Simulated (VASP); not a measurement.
# AlN in VASP: notebook

The runs below take AlN through single point, with PBEsol, B3LYP, PBE, LDA.

Program: VASP 6.6.1. These are calculated values, not measurements. Logs are shortened: lines on timing, memory, paths and dates and some standing lists are left out, and cuts for length are marked.

## 1. The cell of the first run

It takes space group I-4m2 (No. 119, tetragonal). The conventional cell has a = 3.120 Å, b = 3.120 Å, c = 4.368 Å, α = 90.00°, β = 90.00°, γ = 90.00°. Al (site symmetry -4m2) has 4 N at 1.90 Å within 2.5 Å. N (site symmetry -4m2) has 4 Al at 1.90 Å within 2.5 Å.

## 2. Single point, PBEsol

Contents of INCAR:

```
SYSTEM = AlN
PREC = Accurate
ENCUT = 520
EDIFF = 1E-7
ISMEAR = -1
SIGMA = 0.05
LREAL = .FALSE.
LASPH = .TRUE.
NELM = 60
ALGO = Normal
ISIF = 2
LWAVE = .FALSE.
LCHARG = .TRUE.
GGA = PS
LELF = .TRUE.
LVHAR = .TRUE.
NBANDS = 11
```

Contents of KPOINTS:

```
Automatic mesh
0
G
  9 9 9
  0 0 0
```

Contents of POSCAR:

```
AlN
1.0
    0.0000000000      2.2058334952      2.1839935596
    2.2058334952      0.0000000000      2.1839935596
    2.2058334952      2.2058334952      0.0000000000
Al N
1 1
Direct
    0.0000000000      0.0000000000      0.0000000000
    0.2500000000      0.2500000000      0.2500000000
```

Potentials or basis: VASP PAW PBE potentials, release 64 (Al, N).

Command:

```sh
$ cat potpaw_PBE.64/Al/POTCAR potpaw_PBE.64/N/POTCAR > POTCAR
$ mpirun -np 1 vasp_std > vasp.out
```

OUTCAR:

```text
SYSTEM = AlN
   PREC = Accurate
   ENCUT = 520
   EDIFF = 1E-7
   ISMEAR = -1
   LREAL = .FALSE.
   LASPH = .TRUE.
   NELM = 60
   ISIF = 2
   GGA = PS

 ion  position               nearest neighbor table
   1  0.000  0.000  0.000-   2 1.90   2 1.90   2 1.90   2 1.90
   2  0.250  0.250  0.250-   1 1.90   1 1.90   1 1.90   1 1.90

  LATTYP: Found a body centered tetragonal cell.
 ALAT       =     3.1195196452
 C/A-ratio  =     1.4002114479

  Lattice vectors:

 A1 = (   0.0000000000,  -2.2058334952,  -2.1839935596)
 A2 = (   0.0000000000,   2.2058334952,  -2.1839935596)
 A3 = (   2.2058334952,   0.0000000000,   2.1839935596)

Analysis of symmetry for initial positions (statically):
=====================================================================
 Subroutine PRICEL returns:
 Original cell was already a primitive cell.

 Routine SETGRP: Setting up the symmetry group for a
 body centered tetragonal supercell.

 Subroutine GETGRP returns: Found  8 space group operations
 (whereof  8 operations were pure point group operations)
 out of a pool of 16 trial point group operations.

The static configuration has the point symmetry D_2d.

Analysis of symmetry for dynamics (positions and initial velocities):
=====================================================================
 Subroutine PRICEL returns:
 Original cell was already a primitive cell.

 Routine SETGRP: Setting up the symmetry group for a
 body centered tetragonal supercell.

 Subroutine GETGRP returns: Found  8 space group operations
 (whereof  8 operations were pure point group operations)
 out of a pool of 16 trial point group operations.

The dynamic configuration has the point symmetry D_2d.

 Subroutine INISYM returns: Found  8 space group operations
 (whereof  8 operations are pure point group operations),
 and found     1 'primitive' translations

----------------------------------------------------------------------------------------

                                     Primitive cell

  volume of cell :      21.2533

  direct lattice vectors                    reciprocal lattice vectors
     0.000000000  2.205833495  2.183993560    -0.226671687  0.226671687  0.228938404
     2.205833495  0.000000000  2.183993560     0.226671687 -0.226671687  0.228938404
     2.205833495  2.205833495  0.000000000     0.226671687  0.226671687 -0.228938404

  length of vectors
     3.104114894  3.104114894  3.119519645     0.393919916  0.393919916  0.393919916

  position of ions in fractional coordinates (direct lattice)
     0.000000000  0.000000000  0.000000000
[... 87 lines left out ...]
   TEBEG  =    0.0;   TEEND  =   0.0 temperature during run
   PSTRESS=    0.0 pullay stress
   NELECT =       8.0000    total number of electrons
   NUPDOWN=      -1.0000    fix difference up-down
   EMIN   =  10.00;   EMAX   =-10.00  energy-range for DOS
   EFERMI =   0.00;   METHOD = LEGACY
   ISMEAR =    -1;   SIGMA  =   0.05  broadening in eV -4-tet -1-fermi 0-gaus
   EFERMI_NEDOS =   21; number of points for ismear=-14 and -15
   IALGO  =     38    algorithm
   IMIX   =      4    mixing-type and parameters
     AMIX     =   0.40;   BMIX     =  1.00
     AMIX_MAG =   1.60;   BMIX_MAG =  1.00
  volume/ion in A,a.u.               =      10.63        71.71
  Fermi-wavevector in a.u.,A,eV,Ry     =   1.182032  2.233717 19.010055  1.397200
  Thomas-Fermi vector in A             =   2.318294
   LORBIT       =      0    0 simple, 1 ext, 2 COOP (PROOUT), +10 PAW based schemes
   GGA     = PS    functional components
   LHFCALC =     F    Hartree Fock is set to
   AEXX    =    0.0000 exact exchange contribution
   IVDW    =     0    specifies the selected vdW correction
   LEPSILON=     F    determine dielectric tensor
   LRPA    =     F    only Hartree local field effects (RPA)
 non-spin polarized calculation
  energy-cutoff  :      520.00
  volume of cell :       21.25
 maximum number of plane-waves:       582
   NGX = 11   NGY = 11   NGZ = 11

 number of electron       8.0000001 magnetization

 Free energy of the ion-electron system (eV)
  ---------------------------------------------------
  ext. energy  EPLUGINS =         0.00000000
  ---------------------------------------------------
  free energy    TOTEN  =       -15.60859806 eV

  energy without entropy =      -15.60859806  energy(sigma->0) =      -15.60859806

 E-fermi :   6.7740     XC(G=0): -11.0425

 val. band max:        5.7191725314   @ k =   0.0000   0.0000   0.0000
 cond. band min:       9.0282221178   @ k =   0.4444   0.4444   0.0000
 fundamental gap:      3.3090495864
 Fermi energy:         6.7740183199

 k-point     1 :       0.0000    0.0000    0.0000
  band No.  band energies     occupation
      1      -9.1510      2.00000
      2       5.6787      2.00000
      3       5.6787      2.00000
      4       5.7192      2.00000
      5       9.6504      0.00000
      6      17.9600      0.00000
      7      17.9711      0.00000
      8      17.9711      0.00000
      9      22.9623      0.00000
     10      23.2736      0.00000
     11      24.3149      0.00000
[... 309 lines left out ...]
 k-point    24 :       0.4444    0.4444    0.0000
  band No.  band energies     occupation
      1      -6.5855      2.00000
      2       0.9923      2.00000
      3       3.9150      2.00000
      4       3.9150      2.00000
      5       9.0282      0.00000
      6      14.0410      0.00000
      7      19.1908      0.00000
      8      20.9026      0.00000
      9      20.9026      0.00000
     10      28.5746      0.00000
     11      28.8376      0.00000

 [... further k-points ...]

------------------------ aborting loop because EDIFF is reached ----------------------------------------

  FORCE on cell =-STRESS in cart. coord.  units (eV):
  Direction    XX          YY          ZZ          XY          YZ          ZX
  --------------------------------------------------------------------------------------
  -------------------------------------------------------------------------------------
  Total       -0.4049337     -0.4049337     -0.2382325      0.0000000      0.0000000      0.0000000
  in kB      -30.5258430    -30.5258430    -17.9591114      0.0000000      0.0000000      0.0000000
  external PRESSURE =     -26.3369324 kB  Pullay stress =       0.0000000 kB

 VOLUME and BASIS-vectors are now :
 -----------------------------------------------------------------------------
  energy-cutoff  :      520.00
  volume of cell :       21.25
      direct lattice vectors                 reciprocal lattice vectors
     0.000000000  2.205833495  2.183993560    -0.226671687  0.226671687  0.228938404
     2.205833495  0.000000000  2.183993560     0.226671687 -0.226671687  0.228938404
     2.205833495  2.205833495  0.000000000     0.226671687  0.226671687 -0.228938404

 POSITION                                       TOTAL-FORCE (eV/Angst)
 -----------------------------------------------------------------------------------
      0.00000      0.00000      0.00000        -0.000000     -0.000000      0.000000
      1.10292      1.10292      1.09200         0.000000      0.000000      0.000000
 -----------------------------------------------------------------------------------
    total drift:                                0.000000      0.000000      0.000000

  FREE ENERGIE OF THE ION-ELECTRON SYSTEM (eV)
  ---------------------------------------------------
  free  energy   TOTEN  =       -15.6085980622 eV

  energy  without entropy=      -15.6085980622  energy(sigma->0) =      -15.60859806
```

It took 8.8 s on 1 thread of AMD EPYC 9R45 (Zen 5), shared host; peak memory 0.11 GiB.

What came out:

```yaml
Free_energy: -15.6086 eV
Pressure: -2.6 GPa
Band_gap_on_the_k_mesh: 3.31 eV, indirect (least direct gap 3.93 eV)
```

Stress tensor (GPa, compression positive):
```
-3.05  0.00  0.00
 0.00 -3.05  0.00
 0.00  0.00 -1.80
```

Caveat: the PAW data sets were made with another functional, which shifts forces and pressure a little. A k mesh can miss the band edges.

## 3. Single point, B3LYP

This run uses another cell than the first one, of 10.42 Å³/atom, 0.980 times its volume.

Contents of POSCAR:

```
AlN
1.0
    0.0000000000      2.1839935596      2.1839935596
    2.1839935596      0.0000000000      2.1839935596
    2.1839935596      2.1839935596      0.0000000000
Al N
1 1
Direct
    0.0000000000      0.0000000000      0.0000000000
    0.2500000000      0.2500000000      0.2500000000
```

Contents of INCAR.step1:

```
SYSTEM = AlN
  PREC = Accurate
  ENCUT = 520
  EDIFF = 1E-5
  ISMEAR = -1
  SIGMA = 0.05
  LREAL = .False.
  LASPH = .True.
  NELM = 100
  ALGO = Normal
  ISIF = 2
  LWAVE = .True.
  GGA = PE
  NBANDS = 11
```

Contents of INCAR.step2:

```
SYSTEM = AlN
  PREC = Accurate
  ENCUT = 520
  EDIFF = 1E-7
  ISMEAR = -1
  SIGMA = 0.05
  LREAL = .False.
  LASPH = .True.
  NELM = 100
  ALGO = Normal
  ISIF = 2
  LWAVE = .False.
  LCHARG = .True.
  GGA = B3
  LHFCALC = .True.
  AEXX = 0.2
  AGGAX = 0.72
  AGGAC = 0.81
  ALDAC = 0.19
  PRECFOCK = Normal
  LELF = .True.
  LVHAR = .True.
  ISTART = 1
  NBANDS = 11
```

Contents of KPOINTS:

```
Automatic mesh
0
Gamma
  5 5 5
  0 0 0
```

Potentials or basis: VASP PAW PBE potentials, release 64 (Al, N).

Command:

```sh
$ cat potpaw_PBE.64/Al/POTCAR potpaw_PBE.64/N/POTCAR > POTCAR
$ cp INCAR.step1 INCAR
$ mpirun -np 1 vasp_std > vasp.out
$ cp INCAR.step2 INCAR
$ mpirun -np 1 vasp_std > vasp.out
```

Run time: 2.7 min. Hardware: 1 thread of AMD EPYC 7R13 (Zen 3), shared host; peak memory 0.11 GiB.

The run converged. Its results:

| Property | Result |
| --- | --- |
| Free energy | -16.8656 eV |
| Pressure | 3.1 GPa |
| Band gap on the k mesh | 5.87 eV, indirect (least direct gap 6.19 eV) |

Levels at points of the mesh, in eV from the valence-band top:
```
           k point  band 1  band 2  band 3  band 4  band 5  band 6  band 7  band 8
(0.00, 0.00, 0.00)  -16.08    0.00    0.00    0.00    6.19   14.61   14.61   14.61
```

Caveat: the k points lie up to 0.50 Å⁻¹ apart; the PAW data sets were made with another functional, which shifts forces and pressure a little.

## 4. Single point, PBE

This run uses another cell than the first one, of 10.42 Å³/atom, 0.980 times its volume.

Contents of INCAR:

```
  PREC = Accurate
  ENCUT = 520
  EDIFF = 1E-7
  ISMEAR = -1
  SIGMA = 0.02
  LREAL = F
  LASPH = T
  NELM = 100
  ALGO = Normal
  ISIF = 2
  LWAVE = F
  LCHARG = T
  GGA = PE
  LELF = T
  LVHAR = T
  NBANDS = 11
```

Contents of KPOINTS:

```
regular mesh
0
Gamma
  6 6 6
```

POSCAR is that of step 3.

Command:

```sh
$ cat potpaw_PBE.64/Al/POTCAR potpaw_PBE.64/N/POTCAR > POTCAR
$ mpirun -np 1 vasp_std > vasp.out
```

Run time: 4.8 s. Hardware: 1 thread of Intel Xeon Platinum 8488C (Sapphire Rapids), shared host; peak memory 0.13 GiB.

It converged, with:

```yaml
Free_energy: -14.8386 eV
Pressure: 4.6 GPa
Band_gap_on_the_k_mesh: 3.32 eV, indirect (least direct gap 4.20 eV)
```

Levels at points of the mesh, in eV from the valence-band top:
```tsv
k point	band 2	band 3	band 4	band 5	band 6	band 7
(0.00, 0.00, 0.00)	0.00	0.00	0.00	4.20	12.56	12.56
(0.50, 0.00, 0.00)	-5.85	-0.48	-0.48	7.38	9.86	11.14
(0.50, 0.50, 0.00)	-4.90	-1.77	-1.77	3.32	8.61	13.96
```

## 5. Single point, LDA

This run uses another cell than the first one, of 10.42 Å³/atom, 0.980 times its volume.

Contents of INCAR:

```
SYSTEM = AlN
  PREC = Accurate
  ENCUT = 520
  EDIFF = 1E-6
  ISMEAR = -1
  SIGMA = 0.05
  LREAL = .False.
  LASPH = .True.
  NELM = 80
  ALGO = Normal
  ISIF = 2
  LWAVE = .False.
  LCHARG = .True.
  LELF = .True.
  LVHAR = .True.
  NBANDS = 11
```

Contents of KPOINTS:

```
regular mesh
0
Gamma
  10 10 10
  0 0 0
```

POSCAR is that of step 4.

Potentials or basis: VASP PAW LDA potentials, release 64 (Al, N).

Command:

```sh
$ cat potpaw_LDA.64/Al/POTCAR potpaw_LDA.64/N/POTCAR > POTCAR
$ mpirun -np 1 vasp_std > vasp.out
```

Wall time 8.1 s (1 thread of Intel Xeon Platinum 8488C (Sapphire Rapids), shared host); peak memory 0.12 GiB.

The run converged. Its results:

| Item | Value |
| --- | --- |
| Free energy | -16.3729 eV |
| Pressure | -3.0 GPa |
| Band gap on the k mesh | 3.22 eV, indirect (least direct gap 4.23 eV) |

Levels at points of the mesh, in eV from the valence-band top:
```
           k point  band 1  band 2  band 3  band 4  band 5  band 6  band 7  band 8  band 9
(0.00, 0.00, 0.00)  -14.82    0.00    0.00    0.00    4.23   12.33   12.33   12.33   17.52
(0.50, 0.00, 0.00)  -12.70   -5.91   -0.49   -0.49    7.27    9.77   10.96   10.96   17.74
(0.50, 0.50, 0.00)  -12.04   -4.96   -1.79   -1.79    3.22    8.41   13.75   15.49   15.49
```

A k mesh can miss the band edges. LDA gaps usually lie below the measured ones, often by a third to a half.

## 6. The runs side by side

```tsv
level	potentials or basis	cell	k mesh	smearing	grid for exact exchange (PRECFOCK)	gap on the mesh (eV)	pressure (GPa)
PBEsol	VASP PAW PBE potentials, release 64 (Al, N)	a = 3.104, b = 3.104, c = 3.120 Å, angles 59.8, 59.8, 60.3°, 2 atoms	9 × 9 × 9	fermi-dirac 0.05 eV	-	3.31	-2.6
B3LYP	VASP PAW PBE potentials, release 64 (Al, N)	a = 3.089 Å, angles 60.0°, 2 atoms	5 × 5 × 5	fermi-dirac 0.05 eV	Normal	5.87	3.1
PBE	VASP PAW PBE potentials, release 64 (Al, N)	a = 3.089 Å, angles 60.0°, 2 atoms	6 × 6 × 6	fermi-dirac 0.02 eV	-	3.32	4.6
LDA	VASP PAW LDA potentials, release 64 (Al, N)	a = 3.089 Å, angles 60.0°, 2 atoms	10 × 10 × 10	fermi-dirac 0.05 eV	-	3.22	-3.0
```

Alike in all rows: task single point; no spin polarisation; cutoff (eV) 520.

Caveats: some runs use coarse meshes; the PAW data sets were made with another functional, which shifts forces and pressure a little (some runs).

Absolute energies hang on the potentials; compare differences alone.
